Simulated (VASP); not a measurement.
The system is ScGa3N2.

```
Sc Ga N
1.0
     5.31117    0.00000    0.00000
    -2.65558    4.59961    0.00000
     0.00000    0.00000    3.29578
Sc Ga N
1 3 2
Direct
  0.00000 0.00000 0.00000
  0.50000 0.00000 0.50000
  0.00000 0.50000 0.50000
  0.50000 0.50000 0.50000
  0.33333 0.66667 0.00000
  0.66667 0.33333 0.00000
```

```yaml
Program: VASP 6.6.1
Task: relaxation of cell and atoms
Functional: PBE
Potentials_or_basis: VASP PAW PBE potentials, release 64 (Sc_sv, Ga_d, N)
Cutoff: 600 eV
k_mesh: 6 × 6 × 6
Occupations: gaussian, width 0.1 eV
Spin: no spin polarisation
```

At the start: pressure 0.9 GPa; volume 13.42 Å³/atom.

Task: How do energy, volume and symmetry change on relaxing?

Result: Over 5 steps the energy falls by 4.5 meV/atom and the volume is 13.59 Å³/atom (+1.3 %); space group P6/mmm (No. 191, to 0.05 Å).

Step by step:
```
step  energy change (eV)  largest force (eV/Å)  pressure (GPa)  volume (Å³)
   1              0.0000                0.0000            0.88        80.51
   2             -0.0105                0.0000           -0.17        81.38
   3             -0.0143                0.0000           -1.14        82.24
   4             -0.0217                0.0000           -0.67        81.99
   5             -0.0271                0.0000            0.15        81.52
```

Final structure:
```
CELL_PARAMETERS angstrom
5.42963 0.00000 0.00000
-2.71481 4.70219 0.00000
0.00000 0.00000 3.19308
ATOMIC_POSITIONS crystal
Sc 0.00000 0.00000 0.00000
Ga 0.50000 0.00000 0.50000
Ga 0.00000 0.50000 0.50000
Ga 0.50000 0.50000 0.50000
N 0.33333 0.66667 0.00000
N 0.66667 0.33333 0.00000
```
